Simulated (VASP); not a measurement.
**CdSe (rocksalt type): single point with PBE**

Crystal: CdSe (rocksalt type).

```
CELL_PARAMETERS angstrom
0.00000 2.86930 2.86930
2.86930 0.00000 2.86930
2.86930 2.86930 0.00000
ATOMIC_POSITIONS crystal
Cd 0.00000 0.00000 0.00000
Se 0.50000 0.50000 0.50000
```

* Program: VASP 6.6.1
* Task: single point
* Functional: PBE
* Potentials or basis: VASP PAW PBE potentials, release 64 (Cd, Se)
* Cutoff: 500 eV
* k mesh: 13 × 13 × 13
* Occupations: fermi-dirac, width 0.08 eV
* Spin: no spin polarisation

```json
{"Pressure": "0.3 GPa", "Band gap on the k mesh": "zero (band 9 reaches 2.30 eV, above the bottom of band 10 at 1.94 eV)"}
```

Levels at points of the mesh, in eV from the Fermi level:
```
           k point  band 7  band 8  band 9  band 10  band 11  band 12
(0.00, 0.00, 0.00)   -0.71   -0.71   -0.71     0.00     8.56     8.56
```

Wall time 34 s on 1 thread of Intel(R) Xeon(R) Platinum 8488C (Sapphire Rapids), on a shared host, peak memory 0.21 GiB.
